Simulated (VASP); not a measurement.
# PtC (CsCl type) (Pm-3m) in VASP: notebook

PtC (CsCl type) is run at these levels: PBEsol; tasks: single point.

All numbers are computed with VASP 6.6.1; they aren't measurements. Logs are shortened: lines on timing, memory, paths and dates and some standing lists are left out, and cuts for length are marked.

### Step 1. The cell of the first run

Symmetry: Pm-3m, No. 221, cubic system. The conventional cell has a = 2.551 Å, b = 2.551 Å, c = 2.551 Å, α = 90.00°, β = 90.00°, γ = 90.00°. Pt (site symmetry m-3m) has 8 C at 2.21 Å and 6 Pt at 2.55 Å within 2.9 Å. Within 2.9 Å of C (site symmetry m-3m) lie 8 Pt at 2.21 Å and 6 C at 2.55 Å.

### Step 2. Single point, PBEsol (volume scaled by 0.78)

Input file INCAR:

```
SYSTEM = PtC
PREC = Accurate
ENCUT = 520
EDIFF = 1E-7
ISMEAR = -1
SIGMA = 0.05
LREAL = .FALSE.
LASPH = .TRUE.
NELM = 80
ALGO = Normal
ISIF = 2
LWAVE = .FALSE.
LCHARG = .FALSE.
GGA = PS
NBANDS = 14
```

Input file KPOINTS:

```
regular mesh
0
G
  14 14 14
  0 0 0
```

Input file POSCAR:

```
PtC
1.0
    2.5513265168      0.0000000000      0.0000000000
    0.0000000000      2.5513265168      0.0000000000
    0.0000000000      0.0000000000      2.5513265168
Pt C
1 1
Direct
    0.0000000000      0.0000000000      0.0000000000
    0.5000000000      0.5000000000      0.5000000000
```

Potentials or basis: VASP PAW PBE potentials, release 64 (Pt, C).

Run with:

```bash
> cat potpaw_PBE.64/Pt/POTCAR potpaw_PBE.64/C/POTCAR > POTCAR
> mpirun -np 1 vasp_std > vasp.out
```

OUTCAR:

```text
SYSTEM = PtC
   PREC = Accurate
   ENCUT = 520
   EDIFF = 1E-7
   ISMEAR = -1
   LREAL = .FALSE.
   LASPH = .TRUE.
   NELM = 80
   ISIF = 2
   GGA = PS

 ion  position               nearest neighbor table
   1  0.000  0.000  0.000-   2 2.21   2 2.21   2 2.21   2 2.21   2 2.21   2 2.21   2 2.21   2 2.21

   2  0.500  0.500  0.500-   1 2.21   1 2.21   1 2.21   1 2.21   1 2.21   1 2.21   1 2.21   1 2.21

  LATTYP: Found a simple cubic cell.
 ALAT       =     2.5513265168

  Lattice vectors:

 A1 = (   2.5513265168,   0.0000000000,   0.0000000000)
 A2 = (   0.0000000000,   2.5513265168,   0.0000000000)
 A3 = (   0.0000000000,   0.0000000000,   2.5513265168)

Analysis of symmetry for initial positions (statically):
=====================================================================
 Subroutine PRICEL returns:
 Original cell was already a primitive cell.

 Routine SETGRP: Setting up the symmetry group for a
 simple cubic supercell.

 Subroutine GETGRP returns: Found 48 space group operations
 (whereof 48 operations were pure point group operations)
 out of a pool of 48 trial point group operations.

The static configuration has the point symmetry O_h .

Analysis of symmetry for dynamics (positions and initial velocities):
=====================================================================
 Subroutine PRICEL returns:
 Original cell was already a primitive cell.

 Routine SETGRP: Setting up the symmetry group for a
 simple cubic supercell.

 Subroutine GETGRP returns: Found 48 space group operations
 (whereof 48 operations were pure point group operations)
 out of a pool of 48 trial point group operations.

The dynamic configuration has the point symmetry O_h .

 Subroutine INISYM returns: Found 48 space group operations
 (whereof 48 operations are pure point group operations),
 and found     1 'primitive' translations

----------------------------------------------------------------------------------------

                                     Primitive cell

  volume of cell :      16.6073

  direct lattice vectors                    reciprocal lattice vectors
     2.551326517  0.000000000  0.000000000     0.391952968  0.000000000  0.000000000
     0.000000000  2.551326517  0.000000000     0.000000000  0.391952968  0.000000000
     0.000000000  0.000000000  2.551326517     0.000000000  0.000000000  0.391952968

  length of vectors
     2.551326517  2.551326517  2.551326517     0.391952968  0.391952968  0.391952968

  position of ions in fractional coordinates (direct lattice)
     0.000000000  0.000000000  0.000000000
     0.500000000  0.500000000  0.500000000

  ion indices of the primitive-cell ions
   primitive index   ion index
                 1           1
                 2           2

----------------------------------------------------------------------------------------

 KPOINTS: regular mesh

Automatic generation of k-mesh.
 Grid dimensions read from file:
 generate k-points for:   14   14   14

 Generating k-lattice:

  Cartesian coordinates                     Fractional coordinates (reciprocal lattice)
     0.027996641  0.000000000  0.000000000     0.071428571  0.000000000  0.000000000
     0.000000000  0.027996641  0.000000000     0.000000000  0.071428571  0.000000000
     0.000000000  0.000000000  0.027996641     0.000000000  0.000000000  0.071428571

  Length of vectors
     0.027996641  0.027996641  0.027996641

  Shift w.r.t. Gamma in fractional coordinates (k-lattice)
     0.000000000  0.000000000  0.000000000

 Subroutine IBZKPT returns following result:
 ===========================================

 Found    120 irreducible k-points:

 Following reciprocal coordinates:
            Coordinates               Weight
  0.000000  0.000000  0.000000      1.000000
  0.071429  0.000000  0.000000      6.000000
  0.142857  0.000000  0.000000      6.000000
  0.214286  0.000000  0.000000      6.000000
  0.285714  0.000000  0.000000      6.000000
  0.357143  0.000000  0.000000      6.000000
[... 16 lines left out ...]
  0.285714  0.214286  0.000000     24.000000
  0.357143  0.214286  0.000000     24.000000
 [... further k-points ...]
   k-points           NKPTS =    120   k-points in BZ     NKDIM =    120   number of bands    NBANDS=     14
   number of dos      NEDOS =    301   number of ions     NIONS =      2
   total plane-waves  NPLWV =   8000
   dimension x,y,z NGX =    20 NGY =   20 NGZ =   20
   dimension x,y,z NGXF=    40 NGYF=   40 NGZF=   40
   ions per type =               1   1
   NGX,Y,Z   is equivalent  to a cutoff of  13.03, 13.03, 13.03 a.u.
   NGXF,Y,Z  is equivalent  to a cutoff of  26.06, 26.06, 26.06 a.u.
 SYSTEM =  PtC
   PREC   = accura    normal or accurate (medium, high low for compatibility)
   ISTART =      0    job   : 0-new  1-cont  2-samecut
   ICHARG =      2    charge: 1-file 2-atom 10-const
   ISPIN  =      1    spin polarized calculation?
   LNONCOLLINEAR =      F non collinear calculations
   LSORBIT =      F    spin-orbit coupling
   LASPH  =      T    aspherical Exc in radial PAW
   ENCUT  =  520.0 eV  38.22 Ry    6.18 a.u.   4.74  4.74  4.74*2*pi/ulx,y,z
   NELM   =     80;   NELMIN=  2; NELMDL= -5     # of ELM steps
   EDIFF  = 0.1E-06   stopping-criterion for ELM
   LREAL  =      F    real-space projection
   EDIFFG = 0.1E-05   stopping-criterion for IOM
   NSW    =      0    number of steps for IOM
   IBRION =     -1    ionic relax: 0-MD 1-quasi-New 2-CG
   NFREE  =      0    steps in history (QN), initial steepest desc. (CG)
   ISIF   =      2    stress and relaxation
   ISYM   =      2    0-nonsym 1-usesym 2-fastsym
   POTIM  = 0.5000    time-step for ionic-motion
   TEBEG  =    0.0;   TEEND  =   0.0 temperature during run
   PSTRESS=    0.0 pullay stress
   NELECT =      14.0000    total number of electrons
   NUPDOWN=      -1.0000    fix difference up-down
   EMIN   =  10.00;   EMAX   =-10.00  energy-range for DOS
   EFERMI =   0.00;   METHOD = LEGACY
   ISMEAR =    -1;   SIGMA  =   0.05  broadening in eV -4-tet -1-fermi 0-gaus
   EFERMI_NEDOS =   21; number of points for ismear=-14 and -15
   IALGO  =     38    algorithm
   IMIX   =      4    mixing-type and parameters
     AMIX     =   0.40;   BMIX     =  1.00
     AMIX_MAG =   1.60;   BMIX_MAG =  1.00
  volume/ion in A,a.u.               =       8.30        56.04
  Fermi-wavevector in a.u.,A,eV,Ry     =   1.546505  2.922472 32.540772  2.391679
  Thomas-Fermi vector in A             =   2.651732
   LORBIT       =      0    0 simple, 1 ext, 2 COOP (PROOUT), +10 PAW based schemes
   GGA     = PS    functional components
   LHFCALC =     F    Hartree Fock is set to
   AEXX    =    0.0000 exact exchange contribution
   IVDW    =     0    specifies the selected vdW correction
   LEPSILON=     F    determine dielectric tensor
   LRPA    =     F    only Hartree local field effects (RPA)
 non-spin polarized calculation
  energy-cutoff  :      520.00
  volume of cell :       16.61
 maximum number of plane-waves:       468
 NGX is ok and might be reduce to    20
   NGX =  9   NGY =  9   NGZ =  9

 number of electron      13.9999997 magnetization

 Free energy of the ion-electron system (eV)
  ---------------------------------------------------
  ext. energy  EPLUGINS =         0.00000000
  ---------------------------------------------------
  free energy    TOTEN  =       -11.37428279 eV

  energy without entropy =      -11.36335830  energy(sigma->0) =      -11.36882055

 E-fermi :  16.3957     XC(G=0): -15.0423

 val. band max:       16.3902642115   @ k =   0.2857   0.2143   0.1429
 cond. band min:      16.4106898256   @ k =   0.0714   0.0714   0.0000
 fundamental gap:      0.0204256141
 Fermi energy:        16.3956894194

 k-point     1 :       0.0000    0.0000    0.0000
  band No.  band energies     occupation
      1      -2.3347      2.00000
      2       6.8828      2.00000
      3       6.8828      2.00000
      4      13.7722      2.00000
      5      13.7722      2.00000
      6      13.7722      2.00000
      7      15.1935      2.00000
      8      15.1935      2.00000
      9      15.1935      2.00000
     10      23.5387      0.00000
     11      33.4261      0.00000
     12      33.4261      0.00000
     13      39.6584      0.00000
     14      39.6584      0.00000

 k-point     2 :       0.0714    0.0000    0.0000
  band No.  band energies     occupation
      1      -2.2002      2.00000
      2       6.9244      2.00000
      3       6.9542      2.00000
      4      13.0965      2.00000
      5      13.0965      2.00000
      6      13.7901      2.00000
      7      14.9021      2.00000
      8      15.9099      1.99988
      9      15.9099      1.99988
     10      23.8043      0.00000
     11      32.6314      0.00000
     12      33.6587      0.00000
     13      39.5527      0.00000
     14      39.5527      0.00000

 k-point     3 :       0.1429    0.0000    0.0000
  band No.  band energies     occupation
      1      -1.8062      2.00000
      2       7.0430      2.00000
      3       7.0852      2.00000
      4      12.0780      2.00000
      5      12.0780      2.00000
      6      13.8410      2.00000
      7      14.2890      2.00000
      8      17.0550      0.00000
      9      17.0550      0.00000
     10      24.4121      0.00000
     11      31.0268      0.00000
     12      34.2265      0.00000
     13      38.1474      0.00000
     14      38.1474      0.00000
[... 324 lines left out ...]
 k-point    23 :       0.2857    0.2143    0.0000
  band No.  band energies     occupation
      1       0.4754      2.00000
      2       6.4591      2.00000
      3       8.1862      2.00000
      4       9.5711      2.00000
      5      10.6801      2.00000
      6      12.6640      2.00000
      7      15.0667      2.00000
      8      17.5876      0.00000
      9      19.5462      0.00000
     10      25.1915      0.00000
     11      30.7754      0.00000
     12      32.6910      0.00000
     13      34.5963      0.00000
     14      35.7411      0.00000

 k-point    24 :       0.3571    0.2143    0.0000
  band No.  band energies     occupation
      1       1.1999      2.00000
      2       5.7626      2.00000
      3       8.3963      2.00000
      4       9.5470      2.00000
      5      10.2916      2.00000
      6      12.7563      2.00000
      7      15.3171      2.00000
      8      18.2856      0.00000
      9      19.6523      0.00000
     10      24.7586      0.00000
     11      29.9392      0.00000
     12      31.2861      0.00000
     13      34.9233      0.00000
     14      35.4238      0.00000

 [... further k-points ...]

------------------------ aborting loop because EDIFF is reached ----------------------------------------

  FORCE on cell =-STRESS in cart. coord.  units (eV):
  Direction    XX          YY          ZZ          XY          YZ          ZX
  --------------------------------------------------------------------------------------
  -------------------------------------------------------------------------------------
  Total       12.7538331     12.7538331     12.7538331      0.0000000     -0.0000000      0.0000000
  in kB     1230.4194407   1230.4194407   1230.4194407      0.0000000     -0.0000000      0.0000000
  external PRESSURE =    1230.4194407 kB  Pullay stress =       0.0000000 kB

 VOLUME and BASIS-vectors are now :
 -----------------------------------------------------------------------------
  energy-cutoff  :      520.00
  volume of cell :       16.61
      direct lattice vectors                 reciprocal lattice vectors
     2.551326517  0.000000000  0.000000000     0.391952968  0.000000000  0.000000000
     0.000000000  2.551326517  0.000000000     0.000000000  0.391952968  0.000000000
     0.000000000  0.000000000  2.551326517     0.000000000  0.000000000  0.391952968

 POSITION                                       TOTAL-FORCE (eV/Angst)
 -----------------------------------------------------------------------------------
      0.00000      0.00000      0.00000         0.000000      0.000000      0.000000
      1.27566      1.27566      1.27566         0.000000      0.000000      0.000000
 -----------------------------------------------------------------------------------
    total drift:                                0.000000      0.000000      0.000000

  FREE ENERGIE OF THE ION-ELECTRON SYSTEM (eV)
  ---------------------------------------------------
  free  energy   TOTEN  =       -11.3742827898 eV

  energy  without entropy=      -11.3633583021  energy(sigma->0) =      -11.36882055
```

Run time: 27 s. Hardware: 1 thread of Intel Xeon Platinum 8488C (Sapphire Rapids), shared host; peak memory 0.15 GiB.

Results:

| Property | Result |
| --- | --- |
| Free energy | -11.3743 eV |
| Pressure | 123.0 GPa |
| Band gap on the k mesh | zero (band 7 reaches 21.61 eV, above the bottom of band 8 at 15.19 eV) |

Caveat: the PAW data sets were made with another functional, which shifts forces and pressure a little; spin-orbit coupling is left out, which moves the levels of the heavy elements.

### Step 3. Single point, PBEsol (volume scaled by 0.88)

Input file INCAR:

```
SYSTEM = PtC
PREC = Accurate
ENCUT = 520
EDIFF = 1E-6
ISMEAR = -1
SIGMA = 0.05
LREAL = .False.
LASPH = .True.
NELM = 80
ALGO = Normal
ISIF = 2
LWAVE = .False.
LCHARG = .True.
GGA = PS
LELF = .True.
LVHAR = .True.
NBANDS = 14
```

Input file KPOINTS:

```
Automatic mesh
0
Gamma
  14 14 14
  0 0 0
```

Input file POSCAR:

```
PtC
1.0
    2.6560040483      0.0000000000      0.0000000000
    0.0000000000      2.6560040483      0.0000000000
    0.0000000000      0.0000000000      2.6560040483
Pt C
1 1
Direct
    0.0000000000      0.0000000000      0.0000000000
    0.5000000000      0.5000000000      0.5000000000
```

Potentials or basis: VASP PAW PBE potentials, release 64 (Pt, C).

Run with:

```bash
> cat potpaw_PBE.64/Pt/POTCAR potpaw_PBE.64/C/POTCAR > POTCAR
> mpirun -np 1 vasp_std > vasp.out
```

Run time: 23 s. Hardware: 1 thread of Intel Xeon Platinum 8488C (Sapphire Rapids), shared host; peak memory 0.15 GiB.

Results (log left out):

```yaml
Free_energy: -12.4516 eV
Pressure: 46.6 GPa
Band_gap_on_the_k_mesh: zero (band 7 reaches 18.27 eV, above the bottom of band 8 at 13.00 eV)
```

Levels at points of the mesh, in eV from the Fermi level:
```tsv
k point	band 3	band 4	band 5	band 6	band 7	band 8	band 9	band 10	band 11	band 12
(0.00, 0.00, 0.00)	-7.93	-2.23	-2.23	-2.23	-0.65	-0.65	-0.65	5.72	16.47	16.47
(0.50, 0.00, 0.00)	-7.16	-5.96	-5.96	-1.93	-0.09	4.41	4.41	9.90	10.20	10.85
(0.50, 0.50, 0.00)	-5.95	-5.95	-4.13	-4.13	-0.28	0.12	0.94	5.53	13.28	13.28
(0.50, 0.50, 0.50)	-10.07	-8.36	-0.13	-0.13	4.62	4.62	4.62	5.47	5.47	5.47
```

Caveat: the PAW data sets were made with another functional, which shifts forces and pressure a little; spin-orbit coupling is left out, which moves the levels of the heavy elements.

[end of part 1 of 2]
